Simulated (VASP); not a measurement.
Input of a VASP 6.6.1 run:

File INCAR:

```
SYSTEM = Al23ZnO36
PREC = Accurate ; ENCUT = 520
EDIFF = 1E-6 ; ISMEAR = -1
SIGMA = 0.05 ; LREAL = Auto
LASPH = .True. ; NELM = 120
ALGO = Normal ; ISIF = 2
LWAVE = .False. ; LCHARG = .False.
GGA = PS ; ISYM = -1
NBANDS = 363 ; GGA_COMPAT = .False.
```

File KPOINTS:

```
explicit points
1
Reciprocal
  0.25000000   0.25000000   0.25000000 1
```

File POSCAR:

```
Al23ZnO36
1.0
    9.5478620000      0.0000000000      0.0000000000
   -4.7739310000      8.2686910000      0.0000000000
    0.0000000000      0.0000000000     13.0135760000
Al O Zn
46 72 2
Direct
    0.3335560000      0.1650070000      0.1841460000
    0.3312470000      0.6666570000      0.1845220000
    0.8334110000      0.1668860000      0.1848910000
    0.8354420000      0.6691600000      0.1838750000
    0.1648840000      0.3323570000      0.0178980000
    0.1668760000      0.8335900000      0.0177000000
[... 112 lines left out ...]
    0.4995200000      0.5002260000      0.3562630000
    0.5006450000      0.5003100000      0.1435820000
```

Potentials or basis: VASP PAW PBE potentials, release 64 (Al, O, Zn).

Command:

```sh
$ cat potpaw_PBE.64/Al/POTCAR potpaw_PBE.64/O/POTCAR potpaw_PBE.64/Zn/POTCAR > POTCAR
$ mpirun -np 1 vasp_std > vasp.out
```

**Question.** What does it give for the largest force?

**Answer.** 0.089 eV/Å.

**Question.** What does it give for the pressure?

**Answer.** 2.2 GPa.

Stress tensor (GPa, compression positive):
```
 2.30  0.02 -0.06
 0.02  2.30  0.00
-0.06  0.00  1.95
```

Caveat: the PAW data sets were made with another functional, which shifts forces and pressure a little.
